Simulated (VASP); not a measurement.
# Ba in VASP: a series of runs

Runs on Ba. Level: PBE. Tasks: single point.

Program: VASP 6.6.1. These are calculated values, not measurements. Logs are shortened: lines on timing, memory, paths and dates and some standing lists are left out, and cuts for length are marked.

**1. The cell of the first run**

The cell holds a slab with vacuum, 4 atoms: a = 7.106 Å, b = 7.106 Å, c = 24.352 Å, α = 90.00°, β = 90.00°, γ = 120.00°.

**2. Single point, PBE**

INCAR reads:

```
SYSTEM = Ba
ALGO     = Normal         ! electronic algorithm
DIPOL    = 0.5 0.5 0.500
EDIFF    = 1E-6           ! SCF threshold, eV
ENCUT    = 520            ! plane-wave cutoff, eV
GGA      = PE             ! functional
IDIPOL   = 3            
ISIF     = 2              ! what is computed and relaxed
ISMEAR   = -1             ! smearing method
LASPH    = .TRUE.         ! aspherical terms in the spheres
LCHARG   = .FALSE.        ! write CHGCAR
LDIPOL   = .TRUE.       
LREAL    = .FALSE.        ! projectors in reciprocal space
LWAVE    = .FALSE.        ! write WAVECAR
NBANDS   = 28             ! bands
NELM     = 60             ! most SCF steps
PREC     = Accurate       ! precision mode
SIGMA    = 0.1            ! smearing width, eV
```

KPOINTS reads:

```
k-points
0
G
  6 6 1
  0 0 0
```

POSCAR reads:

```
Ba
1.0
    7.1064158584      0.0000000000      0.0000000000
   -3.5532079292      6.1543366632      0.0000000000
    0.0000000000      0.0000000000     24.3518000000
Ba
4
Direct
    0.0000000000      0.0000000000      0.4136124001
    0.3333333333      0.6666666667      0.4997039908
    0.6666666667      0.3333333333      0.5002962971
    0.0000000000      0.0000000000      0.5863873116
```

Potentials or basis: VASP PAW PBE potentials, release 64 (Ba_sv).

The run is started by

```sh
> cat potpaw_PBE.64/Ba_sv/POTCAR > POTCAR
> mpirun -np 1 vasp_std > vasp.out
```

OUTCAR:

```text
SYSTEM = Ba
   EDIFF = 1E-6
   ENCUT = 520
   GGA = PE
   ISIF = 2
   ISMEAR = -1
   LASPH = .TRUE.
   LREAL = .FALSE.
   NELM = 60
   PREC = Accurate

 ion  position               nearest neighbor table
   1  0.000  0.000  0.414-   4 4.21   2 4.61   2 4.61   2 4.61   3 4.61   3 4.61   3 4.61
   2  0.333  0.667  0.500-   3 4.10   3 4.10   3 4.10   1 4.61   1 4.61   1 4.61   4 4.61   4 4.61
                             4 4.61
   3  0.667  0.333  0.500-   2 4.10   2 4.10   2 4.10   4 4.61   4 4.61   4 4.61   1 4.61   1 4.61
                             1 4.61
   4  0.000  0.000  0.586-   1 4.21   3 4.61   3 4.61   3 4.61   2 4.61   2 4.61   2 4.61

  LATTYP: Found a hexagonal cell.
 ALAT       =     7.1064158584
 C/A-ratio  =     3.4267344447

  Lattice vectors:

 A1 = (   7.1064158584,   0.0000000000,   0.0000000000)
 A2 = (  -3.5532079292,   6.1543366632,   0.0000000000)
 A3 = (   0.0000000000,   0.0000000000,  24.3518000000)

Analysis of symmetry for initial positions (statically):
=====================================================================
 Subroutine PRICEL returns:
 Original cell was already a primitive cell.

 Routine SETGRP: Setting up the symmetry group for a
 hexagonal supercell.

 Subroutine GETGRP returns: Found 12 space group operations
 (whereof 12 operations were pure point group operations)
 out of a pool of 24 trial point group operations.

The static configuration has the point symmetry D_3d.

Analysis of symmetry for dynamics (positions and initial velocities):
=====================================================================
 Subroutine PRICEL returns:
 Original cell was already a primitive cell.

 Routine SETGRP: Setting up the symmetry group for a
 hexagonal supercell.

 Subroutine GETGRP returns: Found 12 space group operations
 (whereof 12 operations were pure point group operations)
 out of a pool of 24 trial point group operations.

The dynamic configuration has the point symmetry D_3d.

 Subroutine INISYM returns: Found 12 space group operations
 (whereof 12 operations are pure point group operations),
 and found     1 'primitive' translations

----------------------------------------------------------------------------------------

                                     Primitive cell

  volume of cell :    1065.0327

  direct lattice vectors                    reciprocal lattice vectors
     7.106415858  0.000000000  0.000000000     0.140717912  0.081243524  0.000000000
    -3.553207929  6.154336663  0.000000000     0.000000000  0.162487049  0.000000000
     0.000000000  0.000000000 24.351800000     0.000000000  0.000000000  0.041064726

  length of vectors
     7.106415858  7.106415858 24.351800000     0.162487049  0.162487049  0.041064726

  position of ions in fractional coordinates (direct lattice)
     0.000000000  0.000000000  0.413612400
     0.333333333  0.666666667  0.499703991
     0.666666667  0.333333333  0.500296297
     0.000000000  0.000000000  0.586387312

  ion indices of the primitive-cell ions
   primitive index   ion index
                 1           1
                 2           2
                 3           3
                 4           4

----------------------------------------------------------------------------------------

 KPOINTS: k-points

Automatic generation of k-mesh.
 Grid dimensions read from file:
 generate k-points for:    6    6    1

 Generating k-lattice:

  Cartesian coordinates                     Fractional coordinates (reciprocal lattice)
     0.023452985  0.013540587  0.000000000     0.166666667  0.000000000  0.000000000
     0.000000000  0.027081175  0.000000000     0.000000000  0.166666667  0.000000000
     0.000000000  0.000000000  0.041064726     0.000000000  0.000000000  1.000000000

  Length of vectors
     0.027081175  0.027081175  0.041064726

  Shift w.r.t. Gamma in fractional coordinates (k-lattice)
     0.000000000  0.000000000  0.000000000

 Subroutine IBZKPT returns following result:
 ===========================================

 Found      7 irreducible k-points:

 Following reciprocal coordinates:
            Coordinates               Weight
  0.000000  0.000000  0.000000      1.000000
  0.166667  0.000000  0.000000      6.000000
  0.333333 -0.000000  0.000000      6.000000
  0.500000  0.000000  0.000000      3.000000
  0.166667  0.166667  0.000000      6.000000
  0.333333  0.166667  0.000000     12.000000
  0.333333  0.333333  0.000000      2.000000
   k-points           NKPTS =      7   k-points in BZ     NKDIM =      7   number of bands    NBANDS=     28
   number of dos      NEDOS =    301   number of ions     NIONS =      4
   total plane-waves  NPLWV = 559872
   dimension x,y,z NGX =    54 NGY =   54 NGZ =  192
   dimension x,y,z NGXF=   108 NGYF=  108 NGZF=  384
   ions per type =               4
   NGX,Y,Z   is equivalent  to a cutoff of  12.63, 12.63, 13.11 a.u.
   NGXF,Y,Z  is equivalent  to a cutoff of  25.27, 25.27, 26.22 a.u.
 SYSTEM =  Ba
   PREC   = accura    normal or accurate (medium, high low for compatibility)
   ISTART =      0    job   : 0-new  1-cont  2-samecut
   ICHARG =      2    charge: 1-file 2-atom 10-const
   ISPIN  =      1    spin polarized calculation?
   LNONCOLLINEAR =      F non collinear calculations
   LSORBIT =      F    spin-orbit coupling
   LASPH  =      T    aspherical Exc in radial PAW
   ENCUT  =  520.0 eV  38.22 Ry    6.18 a.u.  13.21 13.21 45.28*2*pi/ulx,y,z
   NELM   =     60;   NELMIN=  2; NELMDL= -5     # of ELM steps
   EDIFF  = 0.1E-05   stopping-criterion for ELM
   LREAL  =      F    real-space projection
   EDIFFG = 0.1E-04   stopping-criterion for IOM
   NSW    =      0    number of steps for IOM
[... 5 lines left out ...]
   TEBEG  =    0.0;   TEEND  =   0.0 temperature during run
   PSTRESS=    0.0 pullay stress
   NELECT =      40.0000    total number of electrons
   NUPDOWN=      -1.0000    fix difference up-down
   EMIN   =  10.00;   EMAX   =-10.00  energy-range for DOS
   EFERMI =   0.00;   METHOD = LEGACY
   ISMEAR =    -1;   SIGMA  =   0.10  broadening in eV -4-tet -1-fermi 0-gaus
   EFERMI_NEDOS =   21; number of points for ismear=-14 and -15
   IALGO  =     38    algorithm
   IMIX   =      4    mixing-type and parameters
     AMIX     =   0.40;   BMIX     =  1.00
     AMIX_MAG =   1.60;   BMIX_MAG =  1.00
  volume/ion in A,a.u.               =     266.26      1796.80
  Fermi-wavevector in a.u.,A,eV,Ry     =   0.548244  1.036031  4.089523  0.300571
  Thomas-Fermi vector in A             =   1.578850
   LORBIT       =      0    0 simple, 1 ext, 2 COOP (PROOUT), +10 PAW based schemes
   GGA     = PE    functional components
   LHFCALC =     F    Hartree Fock is set to
   AEXX    =    0.0000 exact exchange contribution
   IVDW    =     0    specifies the selected vdW correction
   LEPSILON=     F    determine dielectric tensor
   LRPA    =     F    only Hartree local field effects (RPA)
 non-spin polarized calculation
  energy-cutoff  :      520.00
  volume of cell :     1065.03
 maximum number of plane-waves:     28717
 NGX is ok and might be reduce to    54
   NGX = 27   NGY = 27   NGZ = 91

 dipolmoment           0.000000      0.000000      0.000000 electrons x Angstroem

 number of electron      39.9999997 magnetization

 dipolmoment           0.000000      0.000000     -0.000000 electrons x Angstroem

 Free energy of the ion-electron system (eV)
  ---------------------------------------------------
  ext. energy  EPLUGINS =         0.00000000
  ---------------------------------------------------
  free energy    TOTEN  =        -5.82120187 eV

  energy without entropy =       -5.55950014  energy(sigma->0) =       -5.69035100

 E-fermi :  -1.3396     XC(G=0):  -2.5324

 val. band max:       -1.3578339236   @ k =   0.1667   0.1667   0.0000
 cond. band min:      -1.3225818482   @ k =   0.1667   0.0000   0.0000
 fundamental gap:      0.0352520754
 Fermi energy:        -1.3395570924

 k-point     1 :       0.0000    0.0000    0.0000
  band No.  band energies     occupation
      1     -30.8972      2.00000
      2     -30.8841      2.00000
      3     -30.4023      2.00000
      4     -30.3465      2.00000
      5     -16.1643      2.00000
      6     -16.0439      2.00000
[... 20 lines left out ...]
     27      -0.0147      0.00000
     28       0.5884      0.00000

 k-point     2 :       0.1667    0.0000    0.0000
  band No.  band energies     occupation
      1     -30.8971      2.00000
      2     -30.8841      2.00000
      3     -30.3991      2.00000
      4     -30.3499      2.00000
      5     -16.1664      2.00000
      6     -16.0489      2.00000
[... 20 lines left out ...]
     27      -0.0102      0.00000
     28       0.4894      0.00000

 k-point     3 :       0.3333   -0.0000    0.0000
  band No.  band energies     occupation
      1     -30.8970      2.00000
      2     -30.8841      2.00000
      3     -30.3907      2.00000
      4     -30.3584      2.00000
      5     -16.1716      2.00000
      6     -16.0585      2.00000
[... 20 lines left out ...]
     27      -0.0375      0.00000
     28       0.1851      0.00000

 k-point     4 :       0.5000    0.0000    0.0000
  band No.  band energies     occupation
      1     -30.8969      2.00000
      2     -30.8841      2.00000
      3     -30.3840      2.00000
      4     -30.3653      2.00000
      5     -16.1744      2.00000
      6     -16.0632      2.00000
[... 20 lines left out ...]
     27      -0.0819      0.00001
     28      -0.0151      0.00000

 k-point     5 :       0.1667    0.1667    0.0000
  band No.  band energies     occupation
      1     -30.8970      2.00000
      2     -30.8841      2.00000
      3     -30.3932      2.00000
      4     -30.3559      2.00000
      5     -16.1706      2.00000
      6     -16.0522      2.00000
[... 20 lines left out ...]
     27      -0.0353      0.00000
     28       0.1661      0.00000

 k-point     6 :       0.3333    0.1667    0.0000
  band No.  band energies     occupation
      1     -30.8969      2.00000
      2     -30.8841      2.00000
      3     -30.3840      2.00000
      4     -30.3653      2.00000
      5     -16.1757      2.00000
      6     -16.0556      2.00000
[... 20 lines left out ...]
     27      -0.1998      0.00002
     28      -0.0799      0.00001

 k-point     7 :       0.3333    0.3333    0.0000
  band No.  band energies     occupation
      1     -30.8969      2.00000
      2     -30.8841      2.00000
      3     -30.3747      2.00000
      4     -30.3747      2.00000
      5     -16.1785      2.00000
      6     -16.0462      2.00000
[... 20 lines left out ...]
     27      -0.2725      0.00005
     28      -0.2486      0.00004

------------------------ aborting loop because EDIFF is reached ----------------------------------------

 vacuum level on the upper side and lower side of the slab       (xc-potential included)        -0.168        -0.168

  FORCE on cell =-STRESS in cart. coord.  units (eV):
  Direction    XX          YY          ZZ          XY          YZ          ZX
  --------------------------------------------------------------------------------------
  -------------------------------------------------------------------------------------
  Total       -0.2980021     -0.2980021      0.0514170      0.0000000     -0.0000000      0.0000000
  in kB       -0.4482982     -0.4482982      0.0773490      0.0000000     -0.0000000      0.0000000
  external PRESSURE =      -0.2730825 kB  Pullay stress =       0.0000000 kB

 VOLUME and BASIS-vectors are now :
 -----------------------------------------------------------------------------
  energy-cutoff  :      520.00
  volume of cell :     1065.03
      direct lattice vectors                 reciprocal lattice vectors
     7.106415858  0.000000000  0.000000000     0.140717912  0.081243524  0.000000000
    -3.553207929  6.154336663  0.000000000     0.000000000  0.162487049  0.000000000
     0.000000000  0.000000000 24.351800000     0.000000000  0.000000000  0.041064726

 POSITION                                       TOTAL-FORCE (eV/Angst)
 -----------------------------------------------------------------------------------
      0.00000      0.00000     10.07221        -0.000000     -0.000000     -0.013110
     -0.00000      4.10289     12.16869         0.000000     -0.000000      0.001137
      3.55321      2.05145     12.18312        -0.000000      0.000000     -0.001137
      0.00000      0.00000     14.27959        -0.000000      0.000000      0.013110
 -----------------------------------------------------------------------------------
    total drift:                               -0.000000      0.000000     -0.000927

  FREE ENERGIE OF THE ION-ELECTRON SYSTEM (eV)
  ---------------------------------------------------
  free  energy   TOTEN  =        -5.8212018706 eV

  energy  without entropy=       -5.5595001354  energy(sigma->0) =       -5.69035100

 vacuum level on the upper side and lower side of the slab         0.885         0.885
```

It took 11 min on 1 thread of Intel Xeon Platinum 8259CL at 2.50GHz (Skylake/Cascade Lake), shared host; peak memory 1 GiB.

Results:

```yaml
Free_energy: -5.8212 eV
Largest_force: 0.013 eV/Å
```

Forces on the atoms (eV/Å):
```
Ba   0.000  0.000 -0.013
Ba   0.000  0.000  0.001
Ba   0.000  0.000 -0.001
Ba   0.000  0.000  0.013
```

Levels at points of the mesh, in eV from the Fermi level:
| k point | band 17 | band 18 | band 19 | band 20 | band 21 | band 22 | band 23 | band 24 |
| --- | --- | --- | --- | --- | --- | --- | --- | --- |
| (0.00, 0.00, 0.00) | -2.25 | -0.67 | -0.03 | -0.03 | 0.05 | 0.16 | 0.16 | 0.71 |
| (0.50, 0.00, 0.00) | -1.05 | -1.01 | -0.44 | -0.40 | 0.23 | 0.35 | 0.48 | 0.52 |

Caveat: spin-orbit coupling is left out, which moves the levels of the heavy elements.

**3. Single point, PBE**

INCAR reads:

```
  PREC = Accurate
  ENCUT = 400
  EDIFF = 1E-6
  ISMEAR = -1
  SIGMA = 0.1
  LREAL = False
  LASPH = True
  NELM = 120
  ALGO = Normal
  ISIF = 2
  LWAVE = False
  LCHARG = False
  LDIPOL = True
  IDIPOL = 3
  DIPOL = 0.5 0.5 0.500
  GGA = PE
  NBANDS = 28
  EFIELD = -0.1
  GGA_COMPAT = False
  NELMDL = -8
```

KPOINTS reads:

```
regular mesh
0
Gamma
  6 6 1
```

POSCAR is that of step 2.

Potentials or basis: VASP PAW PBE potentials, release 64 (Ba_sv).

The run is started by

```sh
> cat potpaw_PBE.64/Ba_sv/POTCAR > POTCAR
> mpirun -np 1 vasp_std > vasp.out
```

Run time: 2.9 min. Hardware: 1 thread of Intel Xeon 6975P-C (Granite Rapids), shared host; peak memory 0.74 GiB.

The run converged. Its results:

```yaml
Free_energy: -5.8318 eV
Largest_force: 0.020 eV/Å
```

Forces in eV/Å, atoms in the order of the input:
```
Ba   0.000  0.000 -0.008
Ba   0.000  0.000 -0.005
Ba   0.000  0.000 -0.007
Ba   0.000  0.000  0.020
```

Levels at points of the mesh, in eV from the Fermi level:
| k point | band 18 | band 19 | band 20 | band 21 | band 22 | band 23 |
| --- | --- | --- | --- | --- | --- | --- |
| (0.00, 0.00, 0.00) | -0.67 | -0.03 | -0.03 | 0.05 | 0.16 | 0.16 |
| (0.50, 0.00, 0.00) | -1.01 | -0.44 | -0.40 | 0.23 | 0.35 | 0.48 |

Caveat: spin-orbit coupling is left out, which moves the levels of the heavy elements.
